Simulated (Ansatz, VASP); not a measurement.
## MgO: VASP beside Ansatz

INCAR

```
ALGO = Normal
EDIFF = 1E-7
EDIFFG = -0.05
ENCUT = 600
GGA = PE
IBRION = 2
ISIF = 3
ISMEAR = 0
LASPH = True
LCHARG = False
LREAL = False
LWAVE = False
NELM = 80
NSW = 100
PREC = Accurate
SIGMA = 0.1
```

File KPOINTS:

```
k-points
0
Gamma
  8 8 8
```

File POSCAR:

```
MgO
1.0
    2.5837245600      0.0000000000      0.0000000000
    0.0000000000      2.5837245600      0.0000000000
    0.0000000000      0.0000000000      2.5837245600
Mg O
1 1
Direct
    0.0000000000      0.0000000000      0.0000000000
    0.5000000000      0.5000000000      0.5000000000
```

Input for Ansatz:

```yaml
crystal:
  lattice:
    - [2.58372456, 0.0, 0.0]
    - [0.0, 2.58372456, 0.0]
    - [0.0, 0.0, 2.58372456]
  atoms:
    - { symbol: Mg, position: [0.0, 0.0, 0.0] }
    - { symbol: O, position: [0.5, 0.5, 0.5] }
basis:
  ecutwfc: 420
kpoints:
  mp_grid: { grid: [8, 8, 8] }
hamiltonian:
  xc: pbe
scf:
  occupations: { method: gaussian, width: 0.1 }
output:
  forces: true
  stress: true
  eigenvalues: true
relax:
  adjacent_minimum: "off"
  f_tol: 0.05
  max_steps: 80
  cell: { stress_tol: 0.5 }
```

Alike in both runs: task relaxation of cell and atoms; functional PBE; k mesh 8 × 8 × 8; occupations gaussian, width 0.1 eV; no spin polarisation.

|  | VASP | Ansatz |
| --- | --- | --- |
| version | VASP 6.6.1 | Ansatz 0.2.0 |
| potentials or method | VASP PAW PBE potentials, release 64 (Mg, O), cutoff 600 eV | scalar-relativistic, plane waves, PAW |
| valence electrons in the cell | 8 | 16 |

VASP gave:

```
gap on the k mesh at the Fermi level, each at its own relaxed structure (eV) : 2.30
relaxed volume (Å³/atom)                                                     : 9.35
relaxed cell length with the largest relative difference (Å)                 : 2.654
```

Question: Which values does Ansatz return?

Answer: gap on the k mesh at the Fermi level, each at its own relaxed structure (eV): 2.27; relaxed volume (Å³/atom): 9.40; relaxed cell length with the largest relative difference (Å): 2.659.

VASP's potentials hold 8 valence electrons a cell and Ansatz's 16, so a difference there can come from the potentials and not from the codes.
